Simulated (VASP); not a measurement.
MgCd3O4: single point with PBE

Crystal: MgCd3O4.

```
CELL_PARAMETERS angstrom
3.30768 0.00000 0.00000
0.00000 3.30768 0.00000
0.00000 0.00000 9.33048
ATOMIC_POSITIONS crystal
Mg 0.00000 0.00000 0.00000
Cd 0.50000 0.50000 0.24330
Cd 0.00000 0.00000 0.50000
Cd 0.50000 0.50000 0.75670
O 0.00000 0.00000 0.23225
O 0.50000 0.50000 0.50000
O 0.00000 0.00000 0.76775
O 0.50000 0.50000 0.00000
```

```
Program                : VASP 6.6.1
Task                   : single point
Functional             : PBE
Potentials or basis    : VASP PAW PBE potentials, release 64 (Mg_sv, Cd_sv_GW, O)
Cutoff                 : 840 eV
k mesh                 : 6 × 6 × 2
Occupations            : gaussian, width 0.1 eV
Spin                   : no spin polarisation
Dipole correction      : no
Further INCAR settings : ALGO = Normal; EDIFF = 1e-06; NBANDS = 57
```

| Quantity | Value |
| --- | --- |
| Pressure | -0.1 GPa |
| Largest force | 0.016 eV/Å |
| Band gap on the k mesh | zero (bands 47 and 48 overlap by 0.19 eV) |

Forces on the atoms (eV/Å):
```
Mg   0.000  0.000  0.000
Cd   0.000  0.000  0.016
Cd   0.000  0.000  0.000
Cd   0.000  0.000 -0.016
O    0.000  0.000 -0.008
O    0.000  0.000  0.000
O    0.000  0.000  0.008
O    0.000  0.000  0.000
```

Levels at points of the mesh, in eV from the Fermi level:
| k point | band 43 | band 44 | band 45 | band 46 | band 47 | band 48 | band 49 | band 50 | band 51 | band 52 |
| --- | --- | --- | --- | --- | --- | --- | --- | --- | --- | --- |
| (0.00, 0.00, 0.00) | -1.91 | -1.91 | -1.49 | -1.13 | -1.13 | -0.22 | 2.98 | 3.55 | 5.30 | 8.26 |
| (0.50, 0.00, 0.00) | -1.07 | -0.55 | -0.20 | -0.17 | -0.04 | 4.03 | 4.35 | 5.03 | 5.80 | 7.02 |
| (0.50, 0.50, 0.00) | -2.41 | -2.31 | -2.14 | -2.14 | -1.89 | 3.74 | 3.86 | 6.03 | 8.00 | 8.05 |
| (0.00, 0.00, 0.50) | -2.11 | -1.79 | -1.79 | -1.12 | -1.12 | 1.03 | 1.74 | 3.91 | 5.53 | 8.01 |
| (0.50, 0.00, 0.50) | -1.26 | -0.81 | -0.56 | -0.20 | -0.18 | 4.16 | 4.75 | 4.79 | 5.80 | 6.96 |
| (0.50, 0.50, 0.50) | -2.43 | -2.20 | -2.16 | -2.16 | -1.96 | 3.88 | 4.77 | 4.77 | 7.46 | 8.01 |

Wall time 2.7 min on 1 thread of Intel(R) Xeon(R) 6975P-C (Granite Rapids), with other jobs on the host, peak memory 0.41 GiB.

Caveat: semilocal functionals underestimate gaps, and a narrow one can read as zero.
